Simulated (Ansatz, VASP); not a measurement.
**LiH: VASP beside Ansatz**

INCAR

```
SYSTEM = LiH
ALGO     = Normal         ! electronic algorithm
EDIFF    = 1E-7           ! SCF threshold, eV
EDIFFG   = -0.04          ! ionic threshold
ENCUT    = 750            ! plane-wave cutoff, eV
GGA      = PE             ! functional
GGA_COMPAT= .FALSE.      
IBRION   = 2              ! ionic algorithm
ISIF     = 3              ! what is computed and relaxed
ISMEAR   = 0              ! smearing method
LASPH    = .TRUE.         ! aspherical terms in the spheres
LCHARG   = .FALSE.        ! write CHGCAR
LREAL    = .FALSE.        ! projectors in reciprocal space
LWAVE    = .FALSE.        ! write WAVECAR
NELM     = 120            ! most SCF steps
NELMIN   = 4            
NSW      = 90             ! ionic steps
PREC     = Accurate       ! precision mode
SIGMA    = 0.1            ! smearing width, eV
```

Contents of KPOINTS:

```
k-points
0
G
  6 6 2
  0 0 0
```

POSCAR

```
LiH
1.0
    3.2430000000      0.0000000000      0.0000000000
   -1.6215000000      2.8085203800      0.0000000000
    0.0000000000      0.0000000000     13.3578329100
Li H
5 5
Direct
    0.0000000000      0.0000000000      0.8000000000
    0.0000000000      0.0000000000      0.0000000000
    0.0000000000      0.0000000000      0.2000000000
    0.3333333300      0.6666666700      0.4000000000
    0.6666666700      0.3333333300      0.6000000000
    0.3333333300      0.6666666700      0.7000000000
    0.6666666700      0.3333333300      0.9000000000
    0.3333333300      0.6666666700      0.1000000000
    0.6666666700      0.3333333300      0.3000000000
    0.0000000000      0.0000000000      0.5000000000
```

Input for Ansatz:

```yaml
crystal:
  lattice:
    - [3.243, 0.0, 0.0]
    - [-1.6215, 2.80852038, 0.0]
    - [0.0, 0.0, 13.35783291]
  atoms:
    - { symbol: Li, position: [0.0, 0.0, 0.8] }
    - { symbol: Li, position: [0.0, 0.0, 0.0] }
    - { symbol: Li, position: [0.0, 0.0, 0.2] }
    - { symbol: Li, position: [0.33333333, 0.66666667, 0.4] }
    - { symbol: Li, position: [0.66666667, 0.33333333, 0.6] }
    - { symbol: H, position: [0.33333333, 0.66666667, 0.7] }
    - { symbol: H, position: [0.66666667, 0.33333333, 0.9] }
    - { symbol: H, position: [0.33333333, 0.66666667, 0.1] }
    - { symbol: H, position: [0.66666667, 0.33333333, 0.3] }
    - { symbol: H, position: [0.0, 0.0, 0.5] }
basis:
  ecutwfc: 420
kpoints:
  mp_grid: { grid: [6, 6, 2] }
hamiltonian:
  xc: pbe
scf:
  occupations: { method: gaussian, width: 0.1 }
  lower_state_search: "off"
output:
  forces: true
  stress: true
  eigenvalues: true
relax:
  adjacent_minimum: "off"
  f_tol: 0.04
  max_steps: 70
  cell: { stress_tol: 0.4 }
```

Alike in both runs: task relaxation of cell and atoms; functional PBE; k mesh 6 × 6 × 2; occupations gaussian, width 0.1 eV; no spin polarisation.

|  | VASP | Ansatz |
| --- | --- | --- |
| version | VASP 6.6.1 | Ansatz 0.2.0 |
| potentials or method | VASP PAW PBE potentials, release 64 (Li_sv, H), cutoff 750 eV | scalar-relativistic, plane waves, PAW |
| valence electrons in the cell | 20 | 20 |

Ansatz gave:

* gap on the k mesh at the Fermi level, each at its own relaxed structure (eV): 3.44
* relaxed volume (Å³/atom): 8.14
* relaxed cell length with the largest relative difference (Å): 11.854

Estimate VASP's values.

gap on the k mesh at the Fermi level, each at its own relaxed structure (eV): 3.45; relaxed volume (Å³/atom): 8.12; relaxed cell length with the largest relative difference (Å): 11.831.

Noted on VASP's run: the volume moved by over 15 % at a fixed basis, so the end points are rough.
